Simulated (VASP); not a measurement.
# CaO (P6_3/mmc) in VASP: notebook, part 2 of 2

VASP 6.6.1. The steps go on from the part before.

**3. Single point, PBE (15.80 Å³/atom)**

Contents of INCAR:

```
PREC = Accurate
ENCUT = 520
EDIFF = 1E-7
ISMEAR = 0
SIGMA = 0.05
LREAL = False
LASPH = True
NELM = 60
ALGO = Normal
ISIF = 2
LWAVE = False
LCHARG = False
GGA = PE
NBANDS = 24
```

Contents of KPOINTS:

```
regular mesh
0
Gamma
  9 9 6
```

Contents of POSCAR:

```
CaO
1.0
    4.0933782885      0.0000000000      0.0000000000
   -2.0466891443      3.5449695852      0.0000000000
    0.0000000000      0.0000000000      4.3561731747
Ca O
2 2
Direct
    0.3333333333      0.6666666667      0.7500000000
    0.6666666667      0.3333333333      0.2500000000
    0.3333333333      0.6666666667      0.2500000000
    0.6666666667      0.3333333333      0.7500000000
```

Potentials or basis: VASP PAW PBE potentials, release 64 (Ca_sv, O).

The run is started by

```console
$ cat potpaw_PBE.64/Ca_sv/POTCAR potpaw_PBE.64/O/POTCAR > POTCAR
$ mpirun -np 1 vasp_std > vasp.out
```

Wall time 95 s (1 thread of Intel Xeon 8259CL, shared host); peak memory 0.18 GiB.

Results (log left out):

```yaml
Free_energy: -24.8708 eV
Pressure: 10.6 GPa
Band_gap_on_the_k_mesh: 2.67 eV
```

Stress tensor (GPa, compression positive):
```
 1.45  0.00  0.00
 0.00  1.45  0.00
 0.00  0.00 28.90
```

Levels at points of the mesh, in eV from the valence-band top:
| k point | band 12 | band 13 | band 14 | band 15 | band 16 | band 17 | band 18 | band 19 | band 20 | band 21 |
| --- | --- | --- | --- | --- | --- | --- | --- | --- | --- | --- |
| (0.00, 0.00, 0.00) | -1.56 | -1.49 | -1.49 | -0.80 | 0.00 | 2.67 | 5.78 | 5.78 | 7.87 | 7.87 |
| (0.00, 0.00, 0.50) | -2.11 | -1.78 | -1.78 | -1.78 | -1.78 | 4.54 | 4.54 | 7.94 | 7.94 | 7.94 |

Caveat: the stress differs along the axes, from 1 to 29 GPa. A k mesh can miss the band edges.

**4. Single point, PBE (15.80 Å³/atom)**

Contents of INCAR:

```
SYSTEM = CaO
ALGO     = Normal         ! electronic algorithm
EDIFF    = 1E-7           ! SCF threshold, eV
ENCUT    = 520            ! plane-wave cutoff, eV
GGA      = PE             ! functional
ISIF     = 2              ! what is computed and relaxed
ISMEAR   = 0              ! smearing method
LASPH    = .TRUE.         ! aspherical terms in the spheres
LCHARG   = .FALSE.        ! write CHGCAR
LREAL    = .FALSE.        ! projectors in reciprocal space
LWAVE    = .FALSE.        ! write WAVECAR
NBANDS   = 24             ! bands
NELM     = 60             ! most SCF steps
PREC     = Accurate       ! precision mode
SIGMA    = 0.05           ! smearing width, eV
```

Contents of KPOINTS:

```
k-points
0
G
  9 9 6
  0 0 0
```

Contents of POSCAR:

```
CaO
1.0
    3.8798010818      0.0000000000      0.0000000000
   -1.9399005409      3.3600062985      0.0000000000
    0.0000000000      0.0000000000      4.8489753921
Ca O
2 2
Direct
    0.3333333333      0.6666666667      0.7500000000
    0.6666666667      0.3333333333      0.2500000000
    0.3333333333      0.6666666667      0.2500000000
    0.6666666667      0.3333333333      0.7500000000
```

The run is started by

```console
$ cat potpaw_PBE.64/Ca_sv/POTCAR potpaw_PBE.64/O/POTCAR > POTCAR
$ mpirun -np 1 vasp_std > vasp.out
```

Wall time 93 s (1 thread of Intel Xeon 8259CL, shared host); peak memory 0.18 GiB.

It converged, with:

| Item | Value |
| --- | --- |
| Free energy | -25.2516 eV |
| Pressure | 5.9 GPa |
| Band gap on the k mesh | 3.44 eV |

Stress tensor (GPa, compression positive):
```
7.84 0.00 0.00
0.00 7.84 0.00
0.00 0.00 2.08
```

Levels at points of the mesh, in eV from the valence-band top:
| k point | band 12 | band 13 | band 14 | band 15 | band 16 | band 17 | band 18 | band 19 | band 20 | band 21 |
| --- | --- | --- | --- | --- | --- | --- | --- | --- | --- | --- |
| (0.00, 0.00, 0.00) | -1.20 | -1.20 | -1.20 | -1.15 | 0.00 | 3.44 | 6.40 | 6.40 | 7.63 | 7.97 |
| (0.00, 0.00, 0.50) | -1.53 | -1.30 | -1.30 | -1.30 | -1.30 | 5.29 | 5.29 | 7.98 | 7.98 | 7.98 |

Caveat: the stress differs along the axes, from 2 to 8 GPa. A k mesh can miss the band edges.

**5. Single point, PBE (15.80 Å³/atom)**

Contents of INCAR:

```
PREC = Accurate
ENCUT = 520
EDIFF = 1E-6
ISMEAR = 0
SIGMA = 0.05
LREAL = False
LASPH = True
NELM = 80
ALGO = Normal
ISIF = 2
LWAVE = False
LCHARG = False
GGA = PE
NBANDS = 24
```

Contents of KPOINTS:

```
regular mesh
0
Gamma
  9 9 6
```

Contents of POSCAR:

```
CaO
1.0
    3.8282227610      0.0000000000      0.0000000000
   -1.9141113805      3.3153381623      0.0000000000
    0.0000000000      0.0000000000      4.9805178120
Ca O
2 2
Direct
    0.3333333333      0.6666666667      0.7500000000
    0.6666666667      0.3333333333      0.2500000000
    0.3333333333      0.6666666667      0.2500000000
    0.6666666667      0.3333333333      0.7500000000
```

Potentials or basis: VASP PAW PBE potentials, release 64 (Ca_sv, O).

The run is started by

```console
$ cat potpaw_PBE.64/Ca_sv/POTCAR potpaw_PBE.64/O/POTCAR > POTCAR
$ mpirun -np 1 vasp_std > vasp.out
```

OUTCAR:

```text
PREC = Accurate
   ENCUT = 520
   EDIFF = 1E-6
   ISMEAR = 0
   LREAL = False
   LASPH = True
   NELM = 80
   ISIF = 2
   GGA = PE

 ion  position               nearest neighbor table
   1  0.333  0.667  0.750-   4 2.21   4 2.21   4 2.21   3 2.49   3 2.49
   2  0.667  0.333  0.250-   3 2.21   3 2.21   3 2.21   4 2.49   4 2.49
   3  0.333  0.667  0.250-   2 2.21   2 2.21   2 2.21   1 2.49   1 2.49
   4  0.667  0.333  0.750-   1 2.21   1 2.21   1 2.21   2 2.49   2 2.49

  LATTYP: Found a hexagonal cell.
 ALAT       =     3.8282227610
[... 848 lines left out ...]
  Direction    XX          YY          ZZ          XY          YZ          ZX
  --------------------------------------------------------------------------------------
  -------------------------------------------------------------------------------------
  Total        4.1222786      4.1222786     -0.4043755     -0.0000000      0.0000000      0.0000000
  in kB      104.4836631    104.4836630    -10.2493406     -0.0000000      0.0000000      0.0000000
  external PRESSURE =      66.2393285 kB  Pullay stress =       0.0000000 kB

 VOLUME and BASIS-vectors are now :
 -----------------------------------------------------------------------------
  energy-cutoff  :      520.00
  volume of cell :       63.21
      direct lattice vectors                 reciprocal lattice vectors
     3.828222761  0.000000000  0.000000000     0.261217819  0.150814178  0.000000000
    -1.914111381  3.315338162  0.000000000     0.000000000  0.301628356  0.000000000
     0.000000000  0.000000000  4.980517812     0.000000000  0.000000000  0.200782336

 POSITION                                       TOTAL-FORCE (eV/Angst)
 -----------------------------------------------------------------------------------
     -0.00000      2.21023      3.73539         0.000000     -0.000000      0.000000
      1.91411      1.10511      1.24513        -0.000000      0.000000      0.000000
     -0.00000      2.21023      1.24513        -0.000000      0.000000      0.000000
      1.91411      1.10511      3.73539         0.000000     -0.000000      0.000000
 -----------------------------------------------------------------------------------
    total drift:                               -0.000000      0.000000     -0.000000

  FREE ENERGIE OF THE ION-ELECTRON SYSTEM (eV)
  ---------------------------------------------------
  free  energy   TOTEN  =       -25.1601619669 eV

  energy  without entropy=      -25.1601619669  energy(sigma->0) =      -25.16016197
```

OSZICAR:

```text
N       E                     dE             d eps       ncg     rms          rms(c)
DAV:   1     0.326774848048E+03    0.32677E+03   -0.16594E+04  2304   0.134E+03
DAV:   2    -0.325392048483E+01   -0.33003E+03   -0.31083E+03  2704   0.392E+02
DAV:   3    -0.290215093824E+02   -0.25768E+02   -0.25576E+02  3736   0.105E+02
DAV:   4    -0.299465460736E+02   -0.92504E+00   -0.92330E+00  3240   0.172E+01
DAV:   5    -0.299664010078E+02   -0.19855E-01   -0.19854E-01  3328   0.200E+00    0.133E+01
DAV:   6    -0.252369790482E+02    0.47294E+01   -0.21374E+01  3016   0.303E+01    0.526E+00
DAV:   7    -0.251947702576E+02    0.42209E-01   -0.25495E+00  2944   0.108E+01    0.286E+00
DAV:   8    -0.251724730376E+02    0.22297E-01   -0.38393E-01  3216   0.485E+00    0.103E+00
DAV:   9    -0.251566644046E+02    0.15809E-01   -0.12241E-01  2896   0.221E+00    0.230E-01
DAV:  10    -0.251604601243E+02   -0.37957E-02   -0.11670E-02  2512   0.765E-01    0.159E-01
DAV:  11    -0.251602756095E+02    0.18451E-03   -0.63601E-03  2976   0.463E-01    0.923E-02
DAV:  12    -0.251601603477E+02    0.11526E-03   -0.84361E-04  2760   0.228E-01    0.161E-02
DAV:  13    -0.251601616612E+02   -0.13135E-05   -0.48056E-05  3056   0.477E-02    0.663E-03
DAV:  14    -0.251601619669E+02   -0.30563E-06   -0.37331E-06  2640   0.121E-02
   1 F= -.25160162E+02 E0= -.25160162E+02  d E =-.118969E-21
```

Wall time 70 s (1 thread of Intel Xeon 8259CL, shared host); peak memory 0.18 GiB.

What came out:

| Quantity | Value |
| --- | --- |
| Free energy | -25.1602 eV |
| Pressure | 6.6 GPa |
| Band gap on the k mesh | 3.50 eV |

Caveat: the stress differs along the axes, from -1 to 10 GPa.

**6. The runs side by side**

| cell | gap on the mesh (eV) | pressure (GPa) |
| --- | --- | --- |
| a = 3.777, b = 3.777, c = 5.116 Å, angles 90.0, 90.0, 120.0°, 4 atoms | 3.51 | 8.0 |
| a = 4.093, b = 4.093, c = 4.356 Å, angles 90.0, 90.0, 120.0°, 4 atoms | 2.67 | 10.6 |
| a = 3.880, b = 3.880, c = 4.849 Å, angles 90.0, 90.0, 120.0°, 4 atoms | 3.44 | 5.9 |
| a = 3.828, b = 3.828, c = 4.981 Å, angles 90.0, 90.0, 120.0°, 4 atoms | 3.50 | 6.6 |

Alike in all rows: task single point; level PBE; potentials or basis VASP PAW PBE potentials, release 64 (Ca_sv, O); no spin polarisation; k mesh 9 × 9 × 6; cutoff (eV) 520; smearing gaussian 0.05 eV.

Caveats: the stress differs along the axes, from -3 to 14 GPa (at least some runs); the stress differs along the axes, from 1 to 29 GPa (at least some runs); the stress differs along the axes, from 2 to 8 GPa (at least some runs); the stress differs along the axes, from -1 to 10 GPa (at least some runs).

Total energies depend on the potentials used, so only differences within one code and one set of settings carry meaning.
